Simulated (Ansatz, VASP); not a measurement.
# Au in VASP and in Ansatz

File INCAR:

```
  PREC = Accurate
  ENCUT = 520
  EDIFF = 1E-6
  ISMEAR = 0
  SIGMA = 0.15
  LREAL = False
  LASPH = True
  NELM = 80
  ALGO = Fast
  ISIF = 2
  LWAVE = False
  LCHARG = False
  GGA = PS
  NBANDS = 18
```

Contents of KPOINTS:

```
Automatic mesh
0
Gamma
  24 24 12
```

File POSCAR:

```
Au
1.0
    1.3042639038     -2.3282278665      0.0000000000
    1.3042639038      2.3282278665      0.0000000000
    0.0000000000      0.0000000000      4.8006775662
Au
2
Direct
    0.6638639510      0.3361360490      0.2500000000
    0.3361360490      0.6638639510      0.7500000000
```

Input for Ansatz:

```yaml
crystal:
  lattice:
    - [1.3042639038, -2.3282278665, 0.0]
    - [1.3042639038, 2.3282278665, 0.0]
    - [0.0, 0.0, 4.8006775662]
  atoms:
    - { symbol: Au, position: [0.663863951, 0.336136049, 0.25] }
    - { symbol: Au, position: [0.336136049, 0.663863951, 0.75] }
basis:
  ecutwfc: 420
kpoints:
  mp_grid: { grid: [24, 24, 12] }
hamiltonian:
  xc: pbesol
scf:
  occupations: { method: gaussian, width: 0.15 }
output:
  forces: true
  stress: true
  eigenvalues: true
```

Change from the starting cell: strain -0.0750 x Voigt [1, 1, 0, 0, 0, 0], atoms carried along.

Alike in both runs: task single point; functional PBEsol; k mesh 24 × 24 × 12; occupations gaussian, width 0.15 eV; no spin polarisation.

```csv
,VASP,Ansatz
version,VASP 6.6.1,Ansatz 0.2.0
potentials or method,"VASP PAW PBE potentials, release 64 (Au), cutoff 520 eV","scalar-relativistic, plane waves, PAW"
valence electrons in the cell,22,38
```

|  | VASP | Ansatz | Ansatz less VASP |
| --- | --- | --- | --- |
| gap on the k mesh at the Fermi level (eV) | none | none | - |
| pressure (GPa) | 45.2 | 45.5 | +0.33 |
| traceless stress, the component that is largest in VASP (GPa) | -16.62 | -16.66 | -0.038 |
| rms of the force components (eV/Å) | 0.007 | 0.007 | 0.0000 |

VASP's potentials were made for PBE, not for PBEsol. Atom by atom the forces differ by 0.000 eV/Å (rms over components). A gap of «none» marks a metal or a gap that the smearing closes. Both programs put the cell under a high pressure, so it lies far from rest at this level. The functional is the same, so the differences come from potentials, cutoffs and numerics. VASP's potentials hold 22 valence electrons a cell and Ansatz's 38, so a difference there can come from the potentials and not from the codes.

Neither program's run includes spin-orbit coupling.
